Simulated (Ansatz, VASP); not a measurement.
**Two plane-wave programs on AlP**

```xyz
2
Lattice="0.0000 2.7350 2.7350 2.7350 0.0000 2.7350 2.7350 2.7350 0.0000" Properties=species:S:1:pos:R:3 pbc="T T T"
Al    0.0000    0.0000    0.0000
P     1.3675    1.3675    1.3675
```

Alike in both runs: task single point; functional PBE; dispersion D4; k mesh 6 × 6 × 6; occupations gaussian, width 0.1 eV; no spin polarisation.

```csv
,VASP,Ansatz
version,VASP 6.6.1,Ansatz 0.2.0
potentials or method,"VASP PAW PBE potentials, release 64 (Al, P), cutoff 500 eV","scalar-relativistic, plane waves, PAW"
valence electrons in the cell,8,8
```

```tsv
	VASP	Ansatz	Ansatz less VASP
gap on the k mesh at the Fermi level (eV)	1.59	1.59	+0.002
least direct gap on the mesh (eV)	3.26	3.26	+0.003
pressure (GPa)	-0.9	-0.8	+0.07
```
